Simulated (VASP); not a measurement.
# AlSiN in VASP: a series of runs

The runs below take AlSiN through single point, relaxation of cell and atoms, with PBE.

Program: VASP 6.6.1. These are calculated values, not measurements. Logs are shortened: lines on timing, memory, paths and dates and some standing lists are left out, and cuts for length are marked.

**1. The cell of the first run**

Symmetry: Pmmm, No. 47, orthorhombic system. Conventional cell: a = 3.342 Å, b = 3.365 Å, c = 3.391 Å, α = 90.00°, β = 90.00°, γ = 90.00°. Al (site symmetry mmm) has 4 N at 2.37 Å and 8 Si at 2.92 Å within 3.1 Å. Si (site symmetry mmm) has 2 N at 1.70 Å within 2.3 Å. Within 2.3 Å of N (site symmetry mmm) lie 2 Si at 1.70 Å.

**2. Single point, PBE**

Input file INCAR:

```
  ALGO = Normal
  EDIFF = 1E-6
  ENCUT = 600
  GGA = PE
  GGA_COMPAT = F
  ISIF = 2
  ISMEAR = 0
  LASPH = T
  LCHARG = F
  LREAL = F
  LWAVE = F
  NBANDS = 13
  NELM = 120
  PREC = Accurate
  SIGMA = 0.1
```

Input file KPOINTS:

```
k-points
0
Gamma
  6 6 6
```

Input file POSCAR:

```
AlSiN
1.0
    3.3424458200      0.0000000000      0.0000000000
    0.0000000000      3.3654363400      0.0000000000
    0.0000000000      0.0000000000      3.3912082600
Al Si N
1 1 1
Direct
    0.0000000000      0.0000000000      0.0000000000
    0.5000000000      0.5000000000      0.5000000000
    0.5000000000      0.5000000000      0.0000000000
```

Potentials or basis: VASP PAW PBE potentials, release 64 (Al, Si, N).

Run with:

```console
> cat potpaw_PBE.64/Al/POTCAR potpaw_PBE.64/Si/POTCAR potpaw_PBE.64/N/POTCAR > POTCAR
> mpirun -np 1 vasp_std > vasp.out
```

OUTCAR:

```text
EDIFF = 1E-6
   ENCUT = 600
   GGA = PE
   ISIF = 2
   ISMEAR = 0
   LASPH = T
   LREAL = F
   NELM = 120
   PREC = Accurate

 ion  position               nearest neighbor table
   1  0.000  0.000  0.000-   3 2.37   3 2.37   3 2.37   3 2.37   2 2.92   2 2.92   2 2.92   2 2.92
                             2 2.92   2 2.92   2 2.92   2 2.92
   2  0.500  0.500  0.500-   3 1.70   3 1.70   1 2.92   1 2.92   1 2.92   1 2.92   1 2.92   1 2.92
                             1 2.92   1 2.92
   3  0.500  0.500  0.000-   2 1.70   2 1.70   1 2.37   1 2.37   1 2.37   1 2.37

  LATTYP: Found a simple orthorhombic cell.
 ALAT       =     3.3424458200
 B/A-ratio  =     1.0068783523
 C/A-ratio  =     1.0145888498

  Lattice vectors:

 A1 = (   3.3424458200,   0.0000000000,   0.0000000000)
 A2 = (   0.0000000000,   3.3654363400,   0.0000000000)
 A3 = (   0.0000000000,   0.0000000000,   3.3912082600)

Analysis of symmetry for initial positions (statically):
=====================================================================
 Subroutine PRICEL returns:
 Original cell was already a primitive cell.

 Routine SETGRP: Setting up the symmetry group for a
 simple orthorhombic supercell.

 Subroutine GETGRP returns: Found  8 space group operations
 (whereof  8 operations were pure point group operations)
 out of a pool of  8 trial point group operations.

The static configuration has the point symmetry D_2h.

Analysis of symmetry for dynamics (positions and initial velocities):
=====================================================================
 Subroutine PRICEL returns:
 Original cell was already a primitive cell.

 Routine SETGRP: Setting up the symmetry group for a
 simple orthorhombic supercell.

 Subroutine GETGRP returns: Found  8 space group operations
 (whereof  8 operations were pure point group operations)
 out of a pool of  8 trial point group operations.

The dynamic configuration has the point symmetry D_2h.

 Subroutine INISYM returns: Found  8 space group operations
 (whereof  8 operations are pure point group operations),
 and found     1 'primitive' translations

----------------------------------------------------------------------------------------

                                     Primitive cell

  volume of cell :      38.1470

  direct lattice vectors                    reciprocal lattice vectors
     3.342445820  0.000000000  0.000000000     0.299182112  0.000000000  0.000000000
     0.000000000  3.365436340  0.000000000     0.000000000  0.297138290  0.000000000
[... 101 lines left out ...]
   EFERMI =   0.00;   METHOD = LEGACY
   ISMEAR =     0;   SIGMA  =   0.10  broadening in eV -4-tet -1-fermi 0-gaus
   EFERMI_NEDOS =   21; number of points for ismear=-14 and -15
   IALGO  =     38    algorithm
   IMIX   =      4    mixing-type and parameters
     AMIX     =   0.40;   BMIX     =  1.00
     AMIX_MAG =   1.60;   BMIX_MAG =  1.00
  volume/ion in A,a.u.               =      12.72        85.81
  Fermi-wavevector in a.u.,A,eV,Ry     =   1.113393  2.104008 16.866382  1.239644
  Thomas-Fermi vector in A             =   2.249977
   LORBIT       =      0    0 simple, 1 ext, 2 COOP (PROOUT), +10 PAW based schemes
   GGA     = PE    functional components
   LHFCALC =     F    Hartree Fock is set to
   AEXX    =    0.0000 exact exchange contribution
   IVDW    =     0    specifies the selected vdW correction
   LEPSILON=     F    determine dielectric tensor
   LRPA    =     F    only Hartree local field effects (RPA)
 non-spin polarized calculation
 Gauss-broadening in eV      SIGMA  =   0.10
  energy-cutoff  :      600.00
  volume of cell :       38.15
 maximum number of plane-waves:      1312
 NGX is ok and might be reduce to    28

 number of electron      11.9999997 magnetization

 Free energy of the ion-electron system (eV)
  ---------------------------------------------------
  ext. energy  EPLUGINS =         0.00000000
  ---------------------------------------------------
  free energy    TOTEN  =       -15.95515858 eV

  energy without entropy =      -15.95104904  energy(sigma->0) =      -15.95310381

 E-fermi :   9.0903     XC(G=0): -10.8330

 val. band max:        9.0821551239   @ k =   0.3333   0.3333   0.5000
 cond. band min:       9.1328604584   @ k =   0.0000   0.0000   0.1667
 fundamental gap:      0.0507053345
 Fermi energy:         9.0903245066

 k-point     1 :       0.0000    0.0000    0.0000
  band No.  band energies     occupation
      1      -9.7717      2.00000
      2       0.4816      2.00000
      3       2.3905      2.00000
      4       3.2186      2.00000
      5       3.3024      2.00000
      6       8.9313      1.97553
      7      10.9077      0.00000
      8      13.6806      0.00000
      9      13.7757      0.00000
     10      13.9156      0.00000
     11      18.5790      0.00000
     12      18.6486      0.00000
     13      18.7712      0.00000
[... 354 lines left out ...]
  band No.  band energies     occupation
      1      -8.8960      2.00000
      2      -0.4185      2.00000
      3      -0.0774      2.00000
      4       2.8187      2.00000
      5       7.0680      2.00000
      6       7.3030      2.00000
      7       9.4471      0.00000
      8      12.3347      0.00000
      9      13.2484      0.00000
     10      13.4755      0.00000
     11      16.5134      0.00000
     12      18.1823      0.00000
     13      18.6602      0.00000

 [... further k-points ...]

------------------------ aborting loop because EDIFF is reached ----------------------------------------

  FORCE on cell =-STRESS in cart. coord.  units (eV):
  Direction    XX          YY          ZZ          XY          YZ          ZX
  --------------------------------------------------------------------------------------
  -------------------------------------------------------------------------------------
  Total       -1.6924840     -1.7608256      6.9264106      0.0000000      0.0000000      0.0000000
  in kB      -71.0845055    -73.9548602    290.9099641      0.0000000      0.0000000      0.0000000
  external PRESSURE =      48.6235328 kB  Pullay stress =       0.0000000 kB

 VOLUME and BASIS-vectors are now :
 -----------------------------------------------------------------------------
  energy-cutoff  :      600.00
  volume of cell :       38.15
      direct lattice vectors                 reciprocal lattice vectors
     3.342445820  0.000000000  0.000000000     0.299182112  0.000000000  0.000000000
     0.000000000  3.365436340  0.000000000     0.000000000  0.297138290  0.000000000
     0.000000000  0.000000000  3.391208260     0.000000000  0.000000000  0.294880150

 POSITION                                       TOTAL-FORCE (eV/Angst)
 -----------------------------------------------------------------------------------
      0.00000      0.00000      0.00000         0.000000      0.000000      0.000000
      1.67122      1.68272      1.69560         0.000000      0.000000      0.000000
      1.67122      1.68272      0.00000         0.000000      0.000000      0.000000
 -----------------------------------------------------------------------------------
    total drift:                                0.000000      0.000000     -0.000000

  FREE ENERGIE OF THE ION-ELECTRON SYSTEM (eV)
  ---------------------------------------------------
  free  energy   TOTEN  =       -15.9551585783 eV

  energy  without entropy=      -15.9510490404  energy(sigma->0) =      -15.95310381
```

OSZICAR:

```text
N       E                     dE             d eps       ncg     rms          rms(c)
DAV:   1     0.309586086669E+02    0.30959E+02   -0.55944E+03  1672   0.867E+02
DAV:   2    -0.155120104504E+02   -0.46471E+02   -0.43270E+02  2067   0.170E+02
DAV:   3    -0.181794652094E+02   -0.26675E+01   -0.26515E+01  2177   0.409E+01
DAV:   4    -0.181981371394E+02   -0.18672E-01   -0.18669E-01  1912   0.372E+00
DAV:   5    -0.181983441407E+02   -0.20700E-03   -0.20700E-03  2217   0.396E-01    0.103E+01
DAV:   6    -0.160221770069E+02    0.21762E+01   -0.12571E+01  2014   0.228E+01    0.444E+00
DAV:   7    -0.159796082297E+02    0.42569E-01   -0.68104E-01  1849   0.649E+00    0.253E+00
DAV:   8    -0.159590402950E+02    0.20568E-01   -0.98045E-02  2023   0.217E+00    0.409E-01
DAV:   9    -0.159551517441E+02    0.38886E-02   -0.18118E-02  2097   0.830E-01    0.111E-01
DAV:  10    -0.159551487315E+02    0.30126E-05   -0.14446E-03  1914   0.263E-01    0.763E-02
DAV:  11    -0.159551601554E+02   -0.11424E-04   -0.34732E-05  2144   0.492E-02    0.172E-02
DAV:  12    -0.159551588531E+02    0.13023E-05   -0.34354E-06  1908   0.133E-02    0.571E-03
DAV:  13    -0.159551585783E+02    0.27483E-06   -0.11899E-06  1217   0.745E-03
   1 F= -.15955159E+02 E0= -.15953104E+02  d E =-.410954E-02
```

Run time: 16 s. Hardware: 1 thread of AMD EPYC 9R45 (Zen 5), shared host; peak memory 0.15 GiB.

Results:

| Property | Result |
| --- | --- |
| Free energy | -15.9552 eV |
| Pressure | 4.9 GPa |
| Band gap on the k mesh | zero (band 6 reaches 9.89 eV, above the bottom of band 7 at 6.98 eV) |

**3. Single point, PBE**

This run uses another cell than the first one, of the same volume but with other edges.

Input file INCAR:

```
SYSTEM = AlSiN
ALGO = Normal
EDIFF = 1E-6
ENCUT = 600
GGA = PE
GGA_COMPAT = .False.
ISIF = 2
ISMEAR = 0
LASPH = .True.
LCHARG = .True.
LELF = .True.
LREAL = .False.
LVHAR = .True.
LWAVE = .False.
NBANDS = 13
NELM = 120
PREC = Accurate
SIGMA = 0.1
```

Input file KPOINTS:

```
k-points
0
Gamma
  6 6 6
  0 0 0
```

Input file POSCAR:

```
AlSiN
1.0
    2.6967795117      0.0000000000      0.0000000000
    0.0000000000      2.6967325178      0.0000000000
    0.0000000000      0.0000000000      5.2371843189
Al Si N
1 1 1
Direct
    0.0000000000      0.0000000000      0.0000000000
    0.5000000000      0.5000000000      0.5000000000
    0.5000000000      0.5000000000      0.0000000000
```

Potentials or basis: VASP PAW PBE potentials, release 64 (Al, Si, N).

Run with:

```console
> cat potpaw_PBE.64/Al/POTCAR potpaw_PBE.64/Si/POTCAR potpaw_PBE.64/N/POTCAR > POTCAR
> mpirun -np 1 vasp_std > vasp.out
```

Run time: 18 s. Hardware: 1 thread of AMD EPYC 9R45 (Zen 5), shared host; peak memory 0.15 GiB.

Results (log left out):

* Free energy: -18.0532 eV
* Pressure: -0.1 GPa
* Band gap on the k mesh: zero (band 6 reaches 10.42 eV, above the bottom of band 7 at 7.11 eV)

Stress tensor (GPa, compression positive):
```
-0.19  0.00  0.00
 0.00 -0.19  0.00
 0.00  0.00 -0.03
```

Levels at points of the mesh, in eV from the Fermi level:
```tsv
k point	band 4	band 5	band 6	band 7	band 8	band 9
(0.00, 0.00, 0.00)	-3.27	-3.27	1.43	2.79	5.75	6.91
(0.50, 0.00, 0.00)	-5.47	-4.60	-2.84	-0.51	3.62	7.12
(0.00, 0.50, 0.00)	-5.47	-4.60	-2.84	-0.51	3.62	7.12
(0.50, 0.50, 0.00)	-3.54	-2.04	-1.68	-1.68	-0.29	3.87
(0.00, 0.00, 0.50)	-3.26	-3.26	-3.25	4.86	6.35	6.57
(0.50, 0.00, 0.50)	-5.57	-2.83	-2.46	0.54	2.62	4.00
(0.00, 0.50, 0.50)	-5.57	-2.83	-2.46	0.54	2.62	4.00
(0.50, 0.50, 0.50)	-4.57	-2.26	-2.26	0.34	0.90	1.17
```

Caveat: the k points lie up to 0.39 Å⁻¹ apart.

(Continued in part 2 of 2.)
